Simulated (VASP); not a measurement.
# As (Fm-3m) in VASP: further runs

The runs below take As through single point, with PBE.

All numbers are computed with VASP 6.6.1; they aren't measurements. Logs are shortened: lines on timing, memory, paths and dates and some standing lists are left out, and cuts for length are marked.

## 1. The cell of the first run

The structure is cubic, space group Fm-3m (No. 225). The conventional cell has a = 4.338 Å, b = 4.338 Å, c = 4.338 Å, α = 90.00°, β = 90.00°, γ = 90.00°. As (site symmetry m-3m) has 12 As at 3.07 Å within 4.0 Å.

## 2. Single point, PBE

INCAR reads:

```
SYSTEM = As
ALGO     = Normal         ! electronic algorithm
EDIFF    = 1E-7           ! SCF threshold, eV
ENCUT    = 520            ! plane-wave cutoff, eV
GGA      = PE             ! functional
ISIF     = 2              ! what is computed and relaxed
ISMEAR   = -1             ! smearing method
LASPH    = .TRUE.         ! aspherical terms in the spheres
LCHARG   = .FALSE.        ! write CHGCAR
LREAL    = .FALSE.        ! projectors in reciprocal space
LWAVE    = .FALSE.        ! write WAVECAR
NBANDS   = 8              ! bands
NELM     = 100            ! most SCF steps
PREC     = Accurate       ! precision mode
SIGMA    = 0.06122561905347299 ! smearing width, eV
```

KPOINTS reads:

```
k-points
0
G
  44 44 44
  0 0 0
```

POSCAR reads:

```
As
1.0
    0.0000000000      2.1689386387      2.1689386387
    2.1689386387      0.0000000000      2.1689386387
    2.1689386387      2.1689386387      0.0000000000
As
1
Direct
    0.0000000000      0.0000000000      0.0000000000
```

Potentials or basis: VASP PAW PBE potentials, release 64 (As).

Launch:

```console
cat potpaw_PBE.64/As/POTCAR > POTCAR
mpirun -np 1 vasp_std > vasp.out
```

OUTCAR:

```text
SYSTEM = As
   EDIFF = 1E-7
   ENCUT = 520
   GGA = PE
   ISIF = 2
   ISMEAR = -1
   LASPH = .TRUE.
   LREAL = .FALSE.
   NELM = 100
   PREC = Accurate

 ion  position               nearest neighbor table
   1  0.000  0.000  0.000-

  LATTYP: Found a face centered cubic cell.
 ALAT       =     4.3378772774

  Lattice vectors:

 A1 = (   0.0000000000,   2.1689386387,   2.1689386387)
 A2 = (   2.1689386387,   0.0000000000,   2.1689386387)
 A3 = (   2.1689386387,   2.1689386387,   0.0000000000)

Analysis of symmetry for initial positions (statically):
=====================================================================
 Subroutine PRICEL returns:
 Original cell was already a primitive cell.

 Routine SETGRP: Setting up the symmetry group for a
 face centered cubic supercell.

 Subroutine GETGRP returns: Found 48 space group operations
 (whereof 48 operations were pure point group operations)
 out of a pool of 48 trial point group operations.

The static configuration has the point symmetry O_h .

Analysis of symmetry for dynamics (positions and initial velocities):
=====================================================================
 Subroutine PRICEL returns:
 Original cell was already a primitive cell.

 Routine SETGRP: Setting up the symmetry group for a
 face centered cubic supercell.

 Subroutine GETGRP returns: Found 48 space group operations
 (whereof 48 operations were pure point group operations)
 out of a pool of 48 trial point group operations.

The dynamic configuration has the point symmetry O_h .

 Subroutine INISYM returns: Found 48 space group operations
 (whereof 48 operations are pure point group operations),
 and found     1 'primitive' translations

----------------------------------------------------------------------------------------

                                     Primitive cell

  volume of cell :      20.4067

  direct lattice vectors                    reciprocal lattice vectors
     0.000000000  2.168938639  2.168938639    -0.230527499  0.230527499  0.230527499
     2.168938639  0.000000000  2.168938639     0.230527499 -0.230527499  0.230527499
     2.168938639  2.168938639  0.000000000     0.230527499  0.230527499 -0.230527499

  length of vectors
     3.067342439  3.067342439  3.067342439     0.399285341  0.399285341  0.399285341

  position of ions in fractional coordinates (direct lattice)
     0.000000000  0.000000000  0.000000000

  ion indices of the primitive-cell ions
   primitive index   ion index
                 1           1

----------------------------------------------------------------------------------------

 KPOINTS: k-points

Automatic generation of k-mesh.
 Grid dimensions read from file:
 generate k-points for:   44   44   44

 Generating k-lattice:

  Cartesian coordinates                     Fractional coordinates (reciprocal lattice)
    -0.005239261  0.005239261  0.005239261     0.022727273  0.000000000  0.000000000
     0.005239261 -0.005239261  0.005239261     0.000000000  0.022727273  0.000000000
     0.005239261  0.005239261 -0.005239261     0.000000000  0.000000000  0.022727273

  Length of vectors
     0.009074667  0.009074667  0.009074667

  Shift w.r.t. Gamma in fractional coordinates (k-lattice)
     0.000000000  0.000000000  0.000000000

 Subroutine IBZKPT returns following result:
 ===========================================

 Found   2168 irreducible k-points:

 Following reciprocal coordinates:
            Coordinates               Weight
  0.000000  0.000000  0.000000      1.000000
  0.022727  0.000000  0.000000      8.000000
  0.045455  0.000000  0.000000      8.000000
  0.068182  0.000000  0.000000      8.000000
  0.090909  0.000000  0.000000      8.000000
  0.113636  0.000000  0.000000      8.000000
[... 16 lines left out ...]
  0.500000  0.000000  0.000000      4.000000
  0.022727  0.022727  0.000000      6.000000
 [... further k-points ...]
   k-points           NKPTS =   2168   k-points in BZ     NKDIM =   2168   number of bands    NBANDS=      8
   number of dos      NEDOS =    301   number of ions     NIONS =      1
   total plane-waves  NPLWV =  13824
   dimension x,y,z NGX =    24 NGY =   24 NGZ =   24
   dimension x,y,z NGXF=    48 NGYF=   48 NGZF=   48
   ions per type =               1
   NGX,Y,Z   is equivalent  to a cutoff of  13.01, 13.01, 13.01 a.u.
   NGXF,Y,Z  is equivalent  to a cutoff of  26.02, 26.02, 26.02 a.u.
 SYSTEM =  As
   PREC   = accura    normal or accurate (medium, high low for compatibility)
   ISTART =      0    job   : 0-new  1-cont  2-samecut
   ICHARG =      2    charge: 1-file 2-atom 10-const
   ISPIN  =      1    spin polarized calculation?
   LNONCOLLINEAR =      F non collinear calculations
   LSORBIT =      F    spin-orbit coupling
   LASPH  =      T    aspherical Exc in radial PAW
   ENCUT  =  520.0 eV  38.22 Ry    6.18 a.u.   5.70  5.70  5.70*2*pi/ulx,y,z
   NELM   =    100;   NELMIN=  2; NELMDL= -5     # of ELM steps
   EDIFF  = 0.1E-06   stopping-criterion for ELM
   LREAL  =      F    real-space projection
   EDIFFG = 0.1E-05   stopping-criterion for IOM
   NSW    =      0    number of steps for IOM
   IBRION =     -1    ionic relax: 0-MD 1-quasi-New 2-CG
   NFREE  =      0    steps in history (QN), initial steepest desc. (CG)
   ISIF   =      2    stress and relaxation
   ISYM   =      2    0-nonsym 1-usesym 2-fastsym
   POTIM  = 0.5000    time-step for ionic-motion
   TEBEG  =    0.0;   TEEND  =   0.0 temperature during run
   PSTRESS=    0.0 pullay stress
   NELECT =       5.0000    total number of electrons
   NUPDOWN=      -1.0000    fix difference up-down
   EMIN   =  10.00;   EMAX   =-10.00  energy-range for DOS
   EFERMI =   0.00;   METHOD = LEGACY
   ISMEAR =    -1;   SIGMA  =   0.06  broadening in eV -4-tet -1-fermi 0-gaus
   EFERMI_NEDOS =   21; number of points for ismear=-14 and -15
   IALGO  =     38    algorithm
   IMIX   =      4    mixing-type and parameters
     AMIX     =   0.40;   BMIX     =  1.00
     AMIX_MAG =   1.60;   BMIX_MAG =  1.00
  volume/ion in A,a.u.               =      20.41       137.71
  Fermi-wavevector in a.u.,A,eV,Ry     =   1.024411  1.935856 14.278197  1.049418
  Thomas-Fermi vector in A             =   2.158197
   LORBIT       =      0    0 simple, 1 ext, 2 COOP (PROOUT), +10 PAW based schemes
   GGA     = PE    functional components
   LHFCALC =     F    Hartree Fock is set to
   AEXX    =    0.0000 exact exchange contribution
   IVDW    =     0    specifies the selected vdW correction
   LEPSILON=     F    determine dielectric tensor
   LRPA    =     F    only Hartree local field effects (RPA)
 non-spin polarized calculation
  energy-cutoff  :      520.00
  volume of cell :       20.41
 maximum number of plane-waves:       568
   NGX = 11   NGY = 11   NGZ = 11

 number of electron       4.9999999 magnetization

 Free energy of the ion-electron system (eV)
  ---------------------------------------------------
  ext. energy  EPLUGINS =         0.00000000
  ---------------------------------------------------
  free energy    TOTEN  =        -4.11815265 eV

  energy without entropy =       -4.11024681  energy(sigma->0) =       -4.11419973

 E-fermi :   5.8085     XC(G=0): -10.4737

 val. band max:        5.8042815224   @ k =   0.2727   0.1136   0.0455
 cond. band min:       5.8122852169   @ k =  -0.3864   0.2273   0.1136
 fundamental gap:      0.0080036945
 Fermi energy:         5.8084809248

 k-point     1 :       0.0000    0.0000    0.0000
  band No.  band energies     occupation
      1      -8.7712      2.00000
      2      11.0119      0.00000
      3      11.0119      0.00000
      4      11.0119      0.00000
      5      17.8725      0.00000
      6      17.8725      0.00000
      7      17.8725      0.00000
      8      18.7669      0.00000

 k-point     2 :       0.0227    0.0000    0.0000
  band No.  band energies     occupation
      1      -8.7599      2.00000
      2      10.9117      0.00000
      3      10.9994      0.00000
      4      10.9994      0.00000
      5      17.8028      0.00000
      6      17.8975      0.00000
      7      17.8975      0.00000
      8      18.8229      0.00000

 k-point     3 :       0.0455    0.0000    0.0000
  band No.  band energies     occupation
      1      -8.7259      2.00000
      2      10.6255      0.00000
      3      10.9627      0.00000
      4      10.9627      0.00000
      5      17.6186      0.00000
      6      17.9706      0.00000
      7      17.9706      0.00000
      8      18.9972      0.00000

 k-point     4 :       0.0682    0.0000    0.0000
  band No.  band energies     occupation
      1      -8.6691      2.00000
      2      10.1881      0.00000
      3      10.9041      0.00000
      4      10.9041      0.00000
      5      17.3750      0.00000
      6      18.0862      0.00000
      7      18.0862      0.00000
      8      19.2762      0.00000

 k-point     5 :       0.0909    0.0000    0.0000
  band No.  band energies     occupation
      1      -8.5899      2.00000
      2       9.6398      0.00000
      3      10.8267      0.00000
      4      10.8267      0.00000
      5      17.1147      0.00000
      6      18.2346      0.00000
      7      18.2346      0.00000
      8      19.6286      0.00000
[... 177 lines left out ...]
 k-point    22 :       0.4773    0.0000    0.0000
  band No.  band energies     occupation
      1      -4.8381      2.00000
      2      -0.4049      2.00000
      3       9.4627      0.00000
      4       9.4627      0.00000
      5      15.0532      0.00000
      6      16.8868      0.00000
      7      16.8868      0.00000
      8      19.2365      0.00000

 k-point    23 :       0.5000    0.0000    0.0000
  band No.  band energies     occupation
      1      -4.7856      2.00000
      2      -0.4798      2.00000
      3       9.4574      0.00000
      4       9.4574      0.00000
      5      15.0491      0.00000
      6      16.8721      0.00000
      7      16.8721      0.00000
      8      19.2178      0.00000

 k-point    24 :       0.0227    0.0227    0.0000
  band No.  band energies     occupation
      1      -8.7561      2.00000
      2      10.9455      0.00000
      3      10.9616      0.00000
      4      10.9616      0.00000
      5      17.7139      0.00000
      6      17.9427      0.00000
      7      17.9427      0.00000
      8      18.8379      0.00000

 [... further k-points ...]
[... 5 lines left out ...]
  --------------------------------------------------------------------------------------
  -------------------------------------------------------------------------------------
  Total       -0.4907660     -0.4907660     -0.4907660      0.0000000      0.0000000      0.0000000
  in kB      -38.5312674    -38.5312674    -38.5312674      0.0000000      0.0000000      0.0000000
  external PRESSURE =     -38.5312674 kB  Pullay stress =       0.0000000 kB

 VOLUME and BASIS-vectors are now :
 -----------------------------------------------------------------------------
  energy-cutoff  :      520.00
  volume of cell :       20.41
      direct lattice vectors                 reciprocal lattice vectors
     0.000000000  2.168938639  2.168938639    -0.230527499  0.230527499  0.230527499
     2.168938639  0.000000000  2.168938639     0.230527499 -0.230527499  0.230527499
     2.168938639  2.168938639  0.000000000     0.230527499  0.230527499 -0.230527499

 POSITION                                       TOTAL-FORCE (eV/Angst)
 -----------------------------------------------------------------------------------
      0.00000      0.00000      0.00000         0.000000      0.000000      0.000000
 -----------------------------------------------------------------------------------
    total drift:                                0.000000      0.000000     -0.000000

  FREE ENERGIE OF THE ION-ELECTRON SYSTEM (eV)
  ---------------------------------------------------
  free  energy   TOTEN  =        -4.1181526530 eV

  energy  without entropy=       -4.1102468116  energy(sigma->0) =       -4.11419973
```

Wall time 1.9 min (1 thread of Intel Xeon 6975P-C, shared host); peak memory 0.44 GiB.

Results:

* Free energy: -4.1182 eV
* Pressure: -3.9 GPa

Levels at points of the mesh, in eV from the Fermi level:
```csv
k point,band 1,band 2,band 3,band 4,band 5,band 6
"(0.00, 0.00, 0.00)",-14.58,5.20,5.20,5.20,12.06,12.06
"(0.50, 0.00, 0.00)",-10.59,-6.29,3.65,3.65,9.24,11.06
"(0.50, 0.50, 0.00)",-8.94,-5.28,0.47,0.47,4.97,5.69
```

(Part 1 of 2 ends here.)
